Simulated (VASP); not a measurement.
## Zr: single point with PBE+D3(BJ)

Zr:

```
CELL_PARAMETERS angstrom
3.19000 0.00000 0.00000
-1.59500 2.76262 0.00000
0.00000 0.00000 5.11000
ATOMIC_POSITIONS crystal
Zr 0.33333 0.66667 0.25000
Zr 0.66667 0.33333 0.75000
```

```yaml
Program: VASP 6.6.1
Task: single point
Functional: PBE
Dispersion: D3(BJ)
Potentials_or_basis: VASP PAW PBE potentials, release 64 (Zr_sv)
Cutoff: 500 eV
k_mesh: 6 × 6 × 4
Occupations: gaussian, width 0.1 eV
Spin: no spin polarisation
```

The pressure is -0.5 GPa. The band gap on the k mesh is zero (band 12 reaches 10.25 eV, above the bottom of band 13 at 9.37 eV). The dispersion energy per atom is -0.547 eV.

Stress tensor (GPa, compression positive):
```
-0.61  0.00  0.00
 0.00 -0.61  0.00
 0.00  0.00 -0.16
```

Levels at points of the mesh, in eV from the Fermi level:
```csv
k point,band 9,band 10,band 11,band 12,band 13,band 14,band 15,band 16
"(0.00, 0.00, 0.00)",-5.76,-3.17,0.84,0.84,0.93,1.21,1.55,1.55
"(0.50, 0.00, 0.00)",-2.73,-2.60,-2.30,-0.17,0.52,0.74,1.45,5.08
"(0.00, 0.00, 0.50)",-4.02,-4.02,-0.04,-0.04,0.75,0.75,0.75,0.75
"(0.50, 0.00, 0.50)",-3.01,-3.01,-1.18,-1.18,1.71,1.71,2.25,2.25
```

Run time: 26 s on 1 thread of AMD EPYC 7R13, with other jobs on the host, peak memory 0.14 GiB.

Caveat: the k points lie up to 0.38 Å⁻¹ apart; pairwise dispersion overbinds metals, which lowers pressure and volume.
